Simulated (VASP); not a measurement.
# Au (P6_3/mmc) in VASP: notebook, part 3 of 3

VASP 6.6.1. The steps go on from the part before.

### 5 Single point, PBE (18.84 Å³/atom)

This run uses another cell than the first one, of 18.84 Å³/atom.

File INCAR:

```
PREC = Accurate
ENCUT = 520
EDIFF = 1E-7
ISMEAR = -1
SIGMA = 0.05
LREAL = False
LASPH = True
NELM = 60
ALGO = Normal
ISIF = 2
LWAVE = False
LCHARG = True
GGA = PE
LELF = True
LVHAR = True
NBANDS = 18
```

File KPOINTS:

```
Automatic mesh
0
Gamma
  18 18 10
```

File POSCAR:

```
Au
1.0
    2.9568771850      0.0000000000      0.0000000000
   -1.4784385925      2.5607307581      0.0000000000
    0.0000000000      0.0000000000      4.9757105734
Au
2
Direct
    0.3333333333      0.6666666667      0.7500000000
    0.6666666667      0.3333333333      0.2500000000
```

Potentials or basis: VASP PAW PBE potentials, release 64 (Au).

Run with:

```console
$ cat potpaw_PBE.64/Au/POTCAR > POTCAR
$ mpirun -np 1 vasp_std > vasp.out
```

OUTCAR:

```text
PREC = Accurate
   ENCUT = 520
   EDIFF = 1E-7
   ISMEAR = -1
   LREAL = False
   LASPH = True
   NELM = 60
   ISIF = 2
   GGA = PE

 ion  position               nearest neighbor table
   1  0.333  0.667  0.750-   2 3.02   2 3.02   2 3.02   2 3.02   2 3.02   2 3.02
   2  0.667  0.333  0.250-   1 3.02   1 3.02   1 3.02   1 3.02   1 3.02   1 3.02

  LATTYP: Found a hexagonal cell.
 ALAT       =     2.9568771850
 C/A-ratio  =     1.6827586207

  Lattice vectors:

 A1 = (   2.9568771850,   0.0000000000,   0.0000000000)
 A2 = (  -1.4784385925,   2.5607307581,   0.0000000000)
 A3 = (   0.0000000000,   0.0000000000,   4.9757105734)

Analysis of symmetry for initial positions (statically):
=====================================================================
 Subroutine PRICEL returns:
 Original cell was already a primitive cell.

 Routine SETGRP: Setting up the symmetry group for a
 hexagonal supercell.

 Subroutine GETGRP returns: Found 24 space group operations
 (whereof 12 operations were pure point group operations)
 out of a pool of 24 trial point group operations.

The static configuration has the point symmetry D_3d.
 The point group associated with its full space group is D_6h.

Analysis of symmetry for dynamics (positions and initial velocities):
=====================================================================
 Subroutine PRICEL returns:
 Original cell was already a primitive cell.

 Routine SETGRP: Setting up the symmetry group for a
 hexagonal supercell.

 Subroutine GETGRP returns: Found 24 space group operations
 (whereof 12 operations were pure point group operations)
 out of a pool of 24 trial point group operations.

The dynamic configuration has the point symmetry D_3d.
 The point group associated with its full space group is D_6h.

 Subroutine INISYM returns: Found 24 space group operations
 (whereof 12 operations are pure point group operations),
 and found     1 'primitive' translations

----------------------------------------------------------------------------------------

                                     Primitive cell

  volume of cell :      37.6749

  direct lattice vectors                    reciprocal lattice vectors
     2.956877185  0.000000000  0.000000000     0.338194635  0.195256763  0.000000000
    -1.478438593  2.560730758  0.000000000     0.000000000  0.390513527  0.000000000
     0.000000000  0.000000000  4.975710573     0.000000000  0.000000000  0.200976320

  length of vectors
     2.956877185  2.956877185  4.975710573     0.390513527  0.390513527  0.200976320

  position of ions in fractional coordinates (direct lattice)
     0.333333333  0.666666667  0.750000000
     0.666666667  0.333333333  0.250000000

  ion indices of the primitive-cell ions
   primitive index   ion index
                 1           1
                 2           2

----------------------------------------------------------------------------------------

 KPOINTS: Automatic mesh

Automatic generation of k-mesh.
 Grid dimensions read from file:
 generate k-points for:   18   18   10

 Generating k-lattice:

  Cartesian coordinates                     Fractional coordinates (reciprocal lattice)
     0.018788591  0.010847598  0.000000000     0.055555556 -0.000000000  0.000000000
     0.000000000  0.021695196  0.000000000     0.000000000  0.055555556  0.000000000
     0.000000000  0.000000000  0.020097632     0.000000000  0.000000000  0.100000000

  Length of vectors
     0.021695196  0.021695196  0.020097632

  Shift w.r.t. Gamma in fractional coordinates (k-lattice)
     0.000000000  0.000000000  0.000000000

 Subroutine IBZKPT returns following result:
 ===========================================

 Found    222 irreducible k-points:

 Following reciprocal coordinates:
            Coordinates               Weight
  0.000000  0.000000  0.000000      1.000000
  0.055556  0.000000  0.000000      6.000000
  0.111111  0.000000  0.000000      6.000000
  0.166667  0.000000  0.000000      6.000000
  0.222222 -0.000000  0.000000      6.000000
  0.277778  0.000000  0.000000      6.000000
[... 16 lines left out ...]
  0.333333  0.111111  0.000000     12.000000
  0.388889  0.111111  0.000000     12.000000
 [... further k-points ...]
   k-points           NKPTS =    222   k-points in BZ     NKDIM =    222   number of bands    NBANDS=     18
   number of dos      NEDOS =    301   number of ions     NIONS =      2
   total plane-waves  NPLWV =  23040
   dimension x,y,z NGX =    24 NGY =   24 NGZ =   40
   dimension x,y,z NGXF=    48 NGYF=   48 NGZF=   80
   ions per type =               2
   NGX,Y,Z   is equivalent  to a cutoff of  13.49, 13.49, 13.36 a.u.
   NGXF,Y,Z  is equivalent  to a cutoff of  26.99, 26.99, 26.73 a.u.
 SYSTEM =  unknown system
   PREC   = accura    normal or accurate (medium, high low for compatibility)
   ISTART =      0    job   : 0-new  1-cont  2-samecut
   ICHARG =      2    charge: 1-file 2-atom 10-const
   ISPIN  =      1    spin polarized calculation?
   LNONCOLLINEAR =      F non collinear calculations
   LSORBIT =      F    spin-orbit coupling
   LASPH  =      T    aspherical Exc in radial PAW
   ENCUT  =  520.0 eV  38.22 Ry    6.18 a.u.   5.50  5.50  9.25*2*pi/ulx,y,z
   NELM   =     60;   NELMIN=  2; NELMDL= -5     # of ELM steps
   EDIFF  = 0.1E-06   stopping-criterion for ELM
   LREAL  =      F    real-space projection
   EDIFFG = 0.1E-05   stopping-criterion for IOM
   NSW    =      0    number of steps for IOM
   IBRION =     -1    ionic relax: 0-MD 1-quasi-New 2-CG
   NFREE  =      0    steps in history (QN), initial steepest desc. (CG)
   ISIF   =      2    stress and relaxation
   ISYM   =      2    0-nonsym 1-usesym 2-fastsym
   POTIM  = 0.5000    time-step for ionic-motion
   TEBEG  =    0.0;   TEEND  =   0.0 temperature during run
   PSTRESS=    0.0 pullay stress
   NELECT =      22.0000    total number of electrons
   NUPDOWN=      -1.0000    fix difference up-down
   EMIN   =  10.00;   EMAX   =-10.00  energy-range for DOS
   EFERMI =   0.00;   METHOD = LEGACY
   ISMEAR =    -1;   SIGMA  =   0.05  broadening in eV -4-tet -1-fermi 0-gaus
   EFERMI_NEDOS =   21; number of points for ismear=-14 and -15
   IALGO  =     38    algorithm
   IMIX   =      4    mixing-type and parameters
     AMIX     =   0.40;   BMIX     =  1.00
     AMIX_MAG =   1.60;   BMIX_MAG =  1.00
  volume/ion in A,a.u.               =      18.84       127.12
  Fermi-wavevector in a.u.,A,eV,Ry     =   1.368353  2.585813 25.475428  1.872391
  Thomas-Fermi vector in A             =   2.494325
   LORBIT       =      0    0 simple, 1 ext, 2 COOP (PROOUT), +10 PAW based schemes
   GGA     = PE    functional components
   LHFCALC =     F    Hartree Fock is set to
   AEXX    =    0.0000 exact exchange contribution
   IVDW    =     0    specifies the selected vdW correction
   LEPSILON=     F    determine dielectric tensor
   LRPA    =     F    only Hartree local field effects (RPA)
 non-spin polarized calculation
  energy-cutoff  :      520.00
  volume of cell :       37.67
 maximum number of plane-waves:      1051
 NGX is ok and might be reduce to    24
   NGX = 11   NGY = 11   NGZ = 19

 number of electron      21.9999997 magnetization

 Free energy of the ion-electron system (eV)
  ---------------------------------------------------
  ext. energy  EPLUGINS =         0.00000000
  ---------------------------------------------------
  free energy    TOTEN  =        -6.39770663 eV

  energy without entropy =       -6.39146715  energy(sigma->0) =       -6.39458689

 E-fermi :   7.8573     XC(G=0): -12.1215

 val. band max:        7.8269002051   @ k =   0.2222   0.1111   0.3000
 cond. band min:       7.8835378428   @ k =   0.3889  -0.0000   0.4000
 fundamental gap:      0.0566376377
 Fermi energy:         7.8573064809

 k-point     1 :       0.0000    0.0000    0.0000
  band No.  band energies     occupation
      1      -0.9516      2.00000
      2       1.3518      2.00000
      3       3.5454      2.00000
      4       3.7947      2.00000
      5       3.7947      2.00000
      6       4.0510      2.00000
[... 10 lines left out ...]
     17      25.4172      0.00000
     18      25.4172      0.00000
[... 463 lines left out ...]
 k-point    24 :       0.3889    0.1111    0.0000
  band No.  band energies     occupation
      1       2.0539      2.00000
      2       2.1111      2.00000
      3       2.4185      2.00000
      4       3.7467      2.00000
      5       3.9943      2.00000
      6       4.1204      2.00000
[... 10 lines left out ...]
     17      19.4058      0.00000
     18      22.2561      0.00000

 [... further k-points ...]

------------------------ aborting loop because EDIFF is reached ----------------------------------------

  FORCE on cell =-STRESS in cart. coord.  units (eV):
  Direction    XX          YY          ZZ          XY          YZ          ZX
  --------------------------------------------------------------------------------------
  -------------------------------------------------------------------------------------
  Total       -1.3203041     -1.3203041     -1.2602923      0.0000000     -0.0000000      0.0000000
  in kB      -56.1477358    -56.1477358    -53.5956520      0.0000000     -0.0000000      0.0000000
  external PRESSURE =     -55.2970412 kB  Pullay stress =       0.0000000 kB

 VOLUME and BASIS-vectors are now :
 -----------------------------------------------------------------------------
  energy-cutoff  :      520.00
  volume of cell :       37.67
      direct lattice vectors                 reciprocal lattice vectors
     2.956877185  0.000000000  0.000000000     0.338194635  0.195256763  0.000000000
    -1.478438593  2.560730758  0.000000000     0.000000000  0.390513527  0.000000000
     0.000000000  0.000000000  4.975710573     0.000000000  0.000000000  0.200976320

 POSITION                                       TOTAL-FORCE (eV/Angst)
 -----------------------------------------------------------------------------------
     -0.00000      1.70715      3.73178        -0.000000      0.000000      0.000000
      1.47844      0.85358      1.24393         0.000000      0.000000      0.000000
 -----------------------------------------------------------------------------------
    total drift:                               -0.000000      0.000000     -0.000000

  FREE ENERGIE OF THE ION-ELECTRON SYSTEM (eV)
  ---------------------------------------------------
  free  energy   TOTEN  =        -6.3977066295 eV

  energy  without entropy=       -6.3914671496  energy(sigma->0) =       -6.39458689
```

stdout:

```text
POSCAR found type information on POSCAR Au
 POSCAR found :  1 types and       2 ions
 scaLAPACK will be used
 LDA part: xc-table for (Slater+PW92), standard interpolation
 POSCAR, INCAR and KPOINTS ok, starting setup
 FFT: planning ... GRIDC
 FFT: planning ... GRID_SOFT
 FFT: planning ... GRID
 WAVECAR not read
 entering main loop
```

Wall time 2.5 min (1 thread of Intel Xeon 8259CL, shared host); peak memory 0.26 GiB.

Results:

```
Free energy            : -6.3977 eV
Pressure               : -5.5 GPa
Band gap on the k mesh : zero (bands 11 and 12 overlap by 6.28 eV)
```

Levels at points of the mesh, in eV from the Fermi level:
| k point | band 9 | band 10 | band 11 | band 12 | band 13 | band 14 |
| --- | --- | --- | --- | --- | --- | --- |
| (0.00, 0.00, 0.00) | -3.20 | -2.07 | -2.07 | -0.65 | 2.22 | 14.65 |
| (0.50, 0.00, 0.00) | -1.80 | -1.65 | 0.41 | 1.39 | 5.51 | 6.67 |
| (0.00, 0.00, 0.50) | -2.45 | -2.45 | -2.45 | -2.45 | 9.97 | 9.97 |
| (0.50, 0.00, 0.50) | -1.71 | -1.71 | 0.71 | 0.71 | 3.49 | 3.49 |

Caveat: the cell stands under tension; spin-orbit coupling is left out, which moves the levels of the heavy elements.

### 6 Summary

```csv
cell,gap on the mesh (eV),pressure (GPa)
"a = 2.900, b = 2.900, c = 4.978 Å, angles 90.0, 90.0, 120.0°, 2 atoms",none,-0.8
"a = 2.900, b = 2.900, c = 5.026 Å, angles 90.0, 90.0, 120.0°, 2 atoms",none,-2.0
"a = 2.938, b = 2.938, c = 4.944 Å, angles 90.0, 90.0, 120.0°, 2 atoms",none,-3.4
"a = 2.957, b = 2.957, c = 4.976 Å, angles 90.0, 90.0, 120.0°, 2 atoms",none,-5.5
```

Alike in all rows: task single point; level PBE; potentials or basis VASP PAW PBE potentials, release 64 (Au); no spin polarisation; k mesh 18 × 18 × 10; cutoff (eV) 520; smearing fermi-dirac 0.05 eV.

Caveats: spin-orbit coupling is left out, which moves the levels of the heavy elements; the cell stands under tension (at least some runs).

Total energies depend on the potentials used, so only differences within one code and one set of settings carry meaning.
